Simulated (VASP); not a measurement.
# SrTi2O4: single point with PBE

The system is SrTi2O4.

```
Sr Ti O
1.0
     0.00000    4.52552    4.52552
     4.52552    0.00000    4.52552
     4.52552    4.52552    0.00000
Sr Ti O
2 4 8
Cartesian
  2.2628 2.2628 2.2628
  0.0000 0.0000 0.0000
  3.3941 3.3941 5.6569
  5.6569 3.3941 3.3941
  3.3941 5.6569 3.3941
  5.6569 5.6569 5.6569
  3.5870 3.5870 3.5870
  5.4641 3.5870 5.4641
  3.5870 5.4641 5.4641
  5.8497 5.8497 7.7268
  5.4641 5.4641 3.5870
  5.8497 7.7268 5.8497
  7.7268 5.8497 5.8497
  7.7268 7.7268 7.7268
```

| Item | Value |
| --- | --- |
| Program | VASP 6.6.1 |
| Task | single point |
| Functional | PBE |
| Potentials or basis | VASP PAW PBE potentials, release 64 (Sr_sv, Ti_sv, O) |
| Cutoff | 600 eV |
| k mesh | 4 × 4 × 4 |
| Occupations | gaussian, width 0.1 eV |
| Spin | collinear spin |
| Starting moments | [0.0, 0.0, 0.28, 0.28, 0.28, 0.28, 0.0, 0.0, 0.0, 0.0, 0.0, 0.0, 0.0, 0.0] μB |
| Dipole correction | no |
| Further INCAR settings | ALGO = Normal; EDIFF = 1e-06; NBANDS = 75 |

```json
{
  "Pressure": "0.4 GPa",
  "Largest force": "0.018 eV/Å",
  "Net moment": "0.36 μB per cell",
  "Site moments": "Sr +0.00; Ti +0.07; O -0.00 μB",
  "Valence electrons inside the program's atomic spheres": "Sr 8.18; Ti 10.15; O 5.04"
}
```

Forces in eV/Å, atoms in the order of the input:
```
Sr   0.000  0.000  0.000
Sr   0.000  0.000  0.000
Ti   0.000  0.000  0.000
Ti   0.000  0.000  0.000
Ti   0.000  0.000  0.000
Ti   0.000  0.000  0.000
O    0.010  0.010  0.010
O   -0.010  0.010 -0.010
O    0.010 -0.010 -0.010
O    0.010  0.010 -0.010
O   -0.010 -0.010  0.010
O    0.010 -0.010  0.010
O   -0.010  0.010  0.010
O   -0.010 -0.010 -0.010
```

Levels at points of the mesh, in eV from the Fermi level:
Spin up:
| k point | band 56 | band 57 | band 58 | band 59 | band 60 | band 61 |
| --- | --- | --- | --- | --- | --- | --- |
| (0.00, 0.00, 0.00) | -4.33 | -1.05 | -1.05 | 0.04 | 0.12 | 0.12 |
| (0.50, 0.00, 0.00) | -4.08 | -0.40 | -0.40 | 0.01 | 0.10 | 0.10 |
| (0.50, 0.50, 0.00) | -3.93 | -0.15 | -0.15 | 0.13 | 0.13 | 0.20 |
Spin down:
| k point | band 55 | band 56 | band 57 | band 58 | band 59 | band 60 | band 61 | band 62 |
| --- | --- | --- | --- | --- | --- | --- | --- | --- |
| (0.00, 0.00, 0.00) | -4.33 | -4.33 | -0.99 | -0.99 | 0.12 | 0.26 | 0.26 | 0.26 |
| (0.50, 0.00, 0.00) | -4.07 | -4.07 | -0.34 | -0.34 | 0.11 | 0.24 | 0.24 | 0.40 |
| (0.50, 0.50, 0.00) | -3.93 | -3.93 | -0.08 | -0.08 | 0.26 | 0.26 | 0.26 | 0.26 |

Wall time 19 min on 1 thread of Intel Xeon 8259CL (shared host), peak memory 0.61 GiB.

Caveat: semilocal functionals often make such compounds metallic where correlation or magnetic order opens a gap, which also shifts bond lengths.
